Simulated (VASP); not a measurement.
# Si (Fd-3m) in VASP: further runs, part 2 of 2

VASP 6.6.1.

### Step 6. Relaxation of cell and atoms, PBEsol, target pressure -2 GPa, at which the enthalpy is minimised

This run uses another cell than the first one, of 20.05 Å³/atom, 1.067 times its volume.

INCAR

```
  PREC = Accurate
  ENCUT = 600
  EDIFF = 1E-6
  ISMEAR = 0
  SIGMA = 0.01
  LREAL = False
  LASPH = True
  NELM = 80
  ALGO = Normal
  ISIF = 3
  LWAVE = False
  LCHARG = False
  GGA = PS
  IBRION = 2
  NSW = 100
  EDIFFG = -0.002
  PSTRESS = -20.0
```

KPOINTS

```
Automatic mesh
0
Gamma
  8 8 8
```

POSCAR

```
Si
1.0
    2.7168096183      2.7168096183      0.0000000000
   -2.7168096183      2.7168096183      0.0000000000
    0.0000000000      2.7168096183      2.7168096183
Si
2
Direct
    0.2500000000      0.7500000000      0.5000000000
    0.0000000000      0.0000000000      0.0000000000
```

Potentials or basis: VASP PAW PBE potentials, release 64 (Si).

Launch:

```bash
$ cat potpaw_PBE.64/Si/POTCAR > POTCAR
$ mpirun -np 1 vasp_std > vasp.out
```

OUTCAR:

```text
PREC = Accurate
   ENCUT = 600
   EDIFF = 1E-6
   ISMEAR = 0
   LREAL = False
   LASPH = True
   NELM = 80
   ISIF = 3
   GGA = PS
   IBRION = 2
   NSW = 100
   EDIFFG = -0.002
   PSTRESS = -20.0

 ion  position               nearest neighbor table
   1  0.250  0.750  0.500-   2 2.35   2 2.35   2 2.35   2 2.35
   2  0.000  0.000  0.000-   1 2.35   1 2.35   1 2.35   1 2.35

  LATTYP: Found a face centered cubic cell.
 ALAT       =     5.4336192366

  Lattice vectors:

 A1 = (   0.0000000000,   2.7168096183,   2.7168096183)
 A2 = (   2.7168096183,   0.0000000000,   2.7168096183)
 A3 = (   2.7168096183,   2.7168096183,   0.0000000000)

Analysis of symmetry for initial positions (statically):
=====================================================================
 Subroutine PRICEL returns:
 Original cell was already a primitive cell.

 Routine SETGRP: Setting up the symmetry group for a
 face centered cubic supercell.

 Subroutine GETGRP returns: Found 48 space group operations
 (whereof 24 operations were pure point group operations)
 out of a pool of 48 trial point group operations.

The static configuration has the point symmetry T_d .
 The point group associated with its full space group is O_h .

Analysis of symmetry for dynamics (positions and initial velocities):
=====================================================================
 Subroutine PRICEL returns:
 Original cell was already a primitive cell.

 Routine SETGRP: Setting up the symmetry group for a
 face centered cubic supercell.

 Subroutine GETGRP returns: Found 48 space group operations
 (whereof 24 operations were pure point group operations)
 out of a pool of 48 trial point group operations.

The dynamic configuration has the point symmetry T_d .
 The point group associated with its full space group is O_h .

 Subroutine INISYM returns: Found 48 space group operations
 (whereof 24 operations are pure point group operations),
 and found     1 'primitive' translations

----------------------------------------------------------------------------------------

                                     Primitive cell

  volume of cell :      40.1058

  direct lattice vectors                    reciprocal lattice vectors
     2.716809618  2.716809618  0.000000000     0.184039396  0.184039396 -0.184039396
    -2.716809618  2.716809618  0.000000000    -0.184039396  0.184039396 -0.184039396
     0.000000000  2.716809618  2.716809618     0.000000000  0.000000000  0.368078791

  length of vectors
     3.842149009  3.842149009  3.842149009     0.318765584  0.318765584  0.368078791

  position of ions in fractional coordinates (direct lattice)
     0.250000000  0.750000000  0.500000000
     0.000000000  0.000000000  0.000000000

  ion indices of the primitive-cell ions
   primitive index   ion index
                 1           1
                 2           2

----------------------------------------------------------------------------------------

 KPOINTS: Automatic mesh

Automatic generation of k-mesh.
 Grid dimensions read from file:
 generate k-points for:    8    8    8

 Generating k-lattice:

  Cartesian coordinates                     Fractional coordinates (reciprocal lattice)
[... 44 lines left out ...]
   total plane-waves  NPLWV =  32768
   dimension x,y,z NGX =    32 NGY =   32 NGZ =   32
   dimension x,y,z NGXF=    64 NGYF=   64 NGZF=   64
   ions per type =               2
   NGX,Y,Z   is equivalent  to a cutoff of  13.85, 13.85, 13.85 a.u.
   NGXF,Y,Z  is equivalent  to a cutoff of  27.69, 27.69, 27.69 a.u.
 SYSTEM =  unknown system
   PREC   = accura    normal or accurate (medium, high low for compatibility)
   ISTART =      0    job   : 0-new  1-cont  2-samecut
   ICHARG =      2    charge: 1-file 2-atom 10-const
   ISPIN  =      1    spin polarized calculation?
   LNONCOLLINEAR =      F non collinear calculations
   LSORBIT =      F    spin-orbit coupling
   LASPH  =      T    aspherical Exc in radial PAW
   ENCUT  =  600.0 eV  44.10 Ry    6.64 a.u.   7.67  7.67  7.67*2*pi/ulx,y,z
   NELM   =     80;   NELMIN=  2; NELMDL= -5     # of ELM steps
   EDIFF  = 0.1E-05   stopping-criterion for ELM
   LREAL  =      F    real-space projection
   EDIFFG = -.2E-02   stopping-criterion for IOM
   NSW    =    100    number of steps for IOM
   IBRION =      2    ionic relax: 0-MD 1-quasi-New 2-CG
   NFREE  =      1    steps in history (QN), initial steepest desc. (CG)
   ISIF   =      3    stress and relaxation
   ISYM   =      2    0-nonsym 1-usesym 2-fastsym
   POTIM  = 0.5000    time-step for ionic-motion
   TEBEG  =    0.0;   TEEND  =   0.0 temperature during run
   PSTRESS=  -20.0 pullay stress
   NELECT =       8.0000    total number of electrons
   NUPDOWN=      -1.0000    fix difference up-down
   EMIN   =  10.00;   EMAX   =-10.00  energy-range for DOS
   EFERMI =   0.00;   METHOD = LEGACY
   ISMEAR =     0;   SIGMA  =   0.01  broadening in eV -4-tet -1-fermi 0-gaus
   EFERMI_NEDOS =   21; number of points for ismear=-14 and -15
   IALGO  =     38    algorithm
   IMIX   =      4    mixing-type and parameters
     AMIX     =   0.40;   BMIX     =  1.00
     AMIX_MAG =   1.60;   BMIX_MAG =  1.00
  volume/ion in A,a.u.               =      20.05       135.32
  Fermi-wavevector in a.u.,A,eV,Ry     =   0.956538  1.807595 12.448857  0.914965
  Thomas-Fermi vector in A             =   2.085475
   LORBIT       =      0    0 simple, 1 ext, 2 COOP (PROOUT), +10 PAW based schemes
   GGA     = PS    functional components
   LHFCALC =     F    Hartree Fock is set to
   AEXX    =    0.0000 exact exchange contribution
   IVDW    =     0    specifies the selected vdW correction
   LEPSILON=     F    determine dielectric tensor
   LRPA    =     F    only Hartree local field effects (RPA)
 conjugate gradient relaxation of ions
 non-spin polarized calculation
 Gauss-broadening in eV      SIGMA  =   0.01
  energy-cutoff  :      600.00
  volume of cell :       40.11
 maximum number of plane-waves:      1363
   NGX = 15   NGY = 15   NGZ = 15

--------------------------------------- Ionic step        1  -------------------------------------------

 number of electron       7.9999999 magnetization

 Free energy of the ion-electron system (eV)
  ---------------------------------------------------
  ext. energy  EPLUGINS =         0.00000000
  ---------------------------------------------------
  free energy    TOTEN  =       -11.48907035 eV

  energy without entropy =      -11.48907035  energy(sigma->0) =      -11.48907035

------------------------ aborting loop because EDIFF is reached ----------------------------------------

  FORCE on cell =-STRESS in cart. coord.  units (eV):
  Direction    XX          YY          ZZ          XY          YZ          ZX
  --------------------------------------------------------------------------------------
  -------------------------------------------------------------------------------------
  Total        0.0310922      0.0310922      0.0310922      0.0000000      0.0000000     -0.0000000
  in kB        1.2420928      1.2420928      1.2420928      0.0000000      0.0000000     -0.0000000
  external PRESSURE =      21.2420928 kB  Pullay stress =     -20.0000000 kB
[... 63 lines left out ...]
--------------------------------------- Ionic step        3  -------------------------------------------

 number of electron       8.0000000 magnetization

 Free energy of the ion-electron system (eV)
  ---------------------------------------------------
  ext. energy  EPLUGINS =         0.00000000
  ---------------------------------------------------
  free energy    TOTEN  =       -11.48331852 eV

  energy without entropy =      -11.48331852  energy(sigma->0) =      -11.48331852

 E-fermi :   5.6077     XC(G=0):  -9.4560

 val. band max:        5.5390932370   @ k =   0.0000   0.0000   0.0000
 cond. band min:       6.0824363531   @ k =  -0.3750   0.3750   0.0000
 fundamental gap:      0.5433431161
 Fermi energy:         5.6076718282

 k-point     1 :       0.0000    0.0000    0.0000
  band No.  band energies     occupation
      1      -6.2794      2.00000
      2       5.5391      2.00000
      3       5.5391      2.00000
      4       5.5391      2.00000
      5       8.0453      0.00000
      6       8.0453      0.00000
      7       8.0453      0.00000
      8       8.5788      0.00000
[... 243 lines left out ...]
 k-point    24 :       0.5000    0.2500    0.1250
  band No.  band energies     occupation
      1      -3.4636      2.00000
      2      -1.1861      2.00000
      3       2.1201      2.00000
      4       3.4097      2.00000
      5       8.4857      0.00000
      6       8.5920      0.00000
      7      11.3223      0.00000
      8      12.5131      0.00000

 [... further k-points ...]

------------------------ aborting loop because EDIFF is reached ----------------------------------------

  FORCE on cell =-STRESS in cart. coord.  units (eV):
  Direction    XX          YY          ZZ          XY          YZ          ZX
  --------------------------------------------------------------------------------------
  -------------------------------------------------------------------------------------
  Total       -0.5125058     -0.5125058     -0.5125058     -0.0000000     -0.0000000     -0.0000000
  in kB      -19.9967896    -19.9967896    -19.9967896     -0.0000000     -0.0000000     -0.0000000
  external PRESSURE =       0.0032104 kB  Pullay stress =     -20.0000000 kB
[... 21 lines left out ...]
  energy  without entropy=      -11.4833185224  energy(sigma->0) =      -11.48331852

  enthalpy is  TOTEN    =       -11.9959065799 eV   P V=       -0.5125880575

 reached required accuracy - stopping structural energy minimisation
```

OSZICAR:

```text
N       E                     dE             d eps       ncg     rms          rms(c)
DAV:   1     0.841787054308E+01    0.84179E+01   -0.37087E+03   464   0.891E+02
DAV:   2    -0.114485432435E+02   -0.19866E+02   -0.18972E+02   696   0.880E+01
DAV:   3    -0.117110373788E+02   -0.26249E+00   -0.26249E+00   584   0.128E+01
DAV:   4    -0.117123787969E+02   -0.13414E-02   -0.13414E-02   744   0.101E+00
[... 16 lines left out ...]
       N       E                     dE             d eps       ncg     rms          rms(c)
DAV:   1    -0.114846298216E+02   -0.11188E-01   -0.48478E-02   552   0.126E+00    0.208E-01
DAV:   2    -0.114837447808E+02    0.88504E-03   -0.80047E-04   576   0.190E-01    0.123E-01
DAV:   3    -0.114833179057E+02    0.42688E-03   -0.99210E-04   536   0.159E-01    0.380E-02
DAV:   4    -0.114833185224E+02   -0.61668E-06   -0.90587E-06   584   0.274E-02
   3 F= -.11995907E+02 E0= -.11995907E+02  d E =-.619452E-02
```

CONTCAR:

```text
Si
   1.00000000000000
     2.7382495495304391    2.7382495495304391   -0.0000000000000000
    -2.7382495495304391    2.7382495495304391    0.0000000000000000
     0.0000000000000000    2.7382495495304391    2.7382495495304391
  Si
     2
Direct
     0.2500000000000000    0.7500000000000000    0.5000000000000000
     0.0000000000000000    0.0000000000000000    0.0000000000000000

  0.00000000E+00  0.00000000E+00  0.00000000E+00
  0.00000000E+00  0.00000000E+00  0.00000000E+00
```

It took 21 s on 1 thread of Intel Xeon 8259CL, shared host; peak memory 0.17 GiB.

What came out:

```
Free energy                                            : -11.4833 eV
Relaxed volume                                         : 20.53 Å³/atom
Relaxed cell                                           : a = 3.872 Å, b = 3.872 Å, c = 3.872 Å, α = 60.00°, β = 60.00°, γ = 90.00°
Space group after relaxing (to 0.05 Å)                 : Fd-3m (No. 227)
Energy change on relaxing (the enthalpy is what falls) : +2.9 meV/atom
Ionic steps                                            : 3
Pressure after relaxing                                : -2.0 GPa
Band gap on the k mesh                                 : 0.54 eV, indirect (least direct gap 2.51 eV)
```

The path:
```
step  energy change (eV)  largest force (eV/Å)  pressure (GPa)  volume (Å³)
   1              0.0000                0.0000            0.12        40.11
   2              0.0156                0.0000           -3.20        41.67
   3              0.0058                0.0000           -2.00        41.06
```

Final structure:
```
CELL_PARAMETERS angstrom
2.73825 2.73825 0.00000
-2.73825 2.73825 0.00000
0.00000 2.73825 2.73825
ATOMIC_POSITIONS crystal
Si 0.25000 0.75000 0.50000
Si 0.00000 0.00000 0.00000
```

Caveat: the cell is relaxed towards a set pressure, so the enthalpy falls and the energy may rise; the PAW data sets were made with another functional, which shifts forces and pressure a little.

### Step 7. Summary

| task | cell | cutoff (eV) | gap on the mesh (eV) | pressure (GPa) |
| --- | --- | --- | --- | --- |
| single point | a = 3.760 Å, angles 60.0, 60.0, 90.0°, 2 atoms | 520 | 0.39 | 7.1 |
| single point | a = 3.871 Å, angles 60.0, 60.0, 90.0°, 2 atoms | 520 | 0.54 | -1.9 |
| single point | a = 3.816 Å, angles 60.0, 60.0, 90.0°, 2 atoms | 520 | 0.47 | 2.1 |
| relaxation of cell and atoms | relaxed to -2 GPa from a = 3.842 Å, angles 60.0, 60.0, 90.0°, 2 atoms | 600 | 0.54 | -2.0 |

Alike in all rows: level PBEsol; potentials or basis VASP PAW PBE potentials, release 64 (Si); no spin polarisation; k mesh 8 × 8 × 8; smearing gaussian 0.01 eV.

Caveats: the PAW data sets were made with another functional, which shifts forces and pressure a little; the cell is relaxed towards a set pressure, so the enthalpy falls and the energy may rise (some runs).

Absolute energies hang on the potentials; compare differences alone.
